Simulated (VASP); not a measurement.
Input of a VASP 6.6.1 run:

Contents of INCAR:

```
PREC     = Accurate       # precision mode
ENCUT    = 520            # plane-wave cutoff, eV
EDIFF    = 1E-7           # SCF threshold, eV
ISMEAR   = -1             # smearing method
SIGMA    = 0.02           # smearing width, eV
LREAL    = F              # projectors in reciprocal space
LASPH    = T              # aspherical terms in the spheres
NELM     = 80             # most SCF steps
ALGO     = Normal         # electronic algorithm
ISIF     = 2              # what is computed and relaxed
LWAVE    = F              # write WAVECAR
LCHARG   = T              # write CHGCAR
GGA      = PE             # functional
LELF     = T              # ELF
LVHAR    = T            
NBANDS   = 50             # bands
```

Contents of KPOINTS:

```
Automatic mesh
0
Gamma
  8 8 4
```

File POSCAR:

```
HfSiO4
1.0
    5.2434915513     -1.8902205097      0.0560439261
    5.2434915513      1.8902205097      0.0560439261
   -2.7345862438      0.0000000000      6.9083604101
Hf O Si
2 8 2
Direct
    0.8523427661      0.8523427661      0.8050592896
    0.1476572339      0.1476572339      0.1949407104
    0.3652357188      0.3652357188      0.3042786834
    0.0759485191      0.0759485191      0.9000088682
    0.9240514809      0.9240514809      0.0999911318
    0.7174370950      0.7174370950      0.2314293771
    0.2825629050      0.2825629050      0.7685706229
    0.0801631355      0.0801631355      0.4277258863
    0.9198368645      0.9198368645      0.5722741137
    0.6347642812      0.6347642812      0.6957213166
    0.8984854417      0.8984854417      0.3217869435
    0.1015145583      0.1015145583      0.6782130565
```

Potentials or basis: VASP PAW PBE potentials, release 64 (Hf_pv, O, Si).

The run is started by

```console
$ cat potpaw_PBE.64/Hf_pv/POTCAR potpaw_PBE.64/O/POTCAR potpaw_PBE.64/Si/POTCAR > POTCAR
$ mpirun -np 1 vasp_std > vasp.out
```

(1) What does it give for the pressure?

(2) Estimate the largest force.

(3) What does it give for the band gap on the k mesh?

## Answers

(1) -1.4 GPa.

(2) 0.173 eV/Å.

(3) 4.26 eV (least direct gap 4.27 eV).

Caveat: spin-orbit coupling is left out, which moves the levels of the heavy elements.
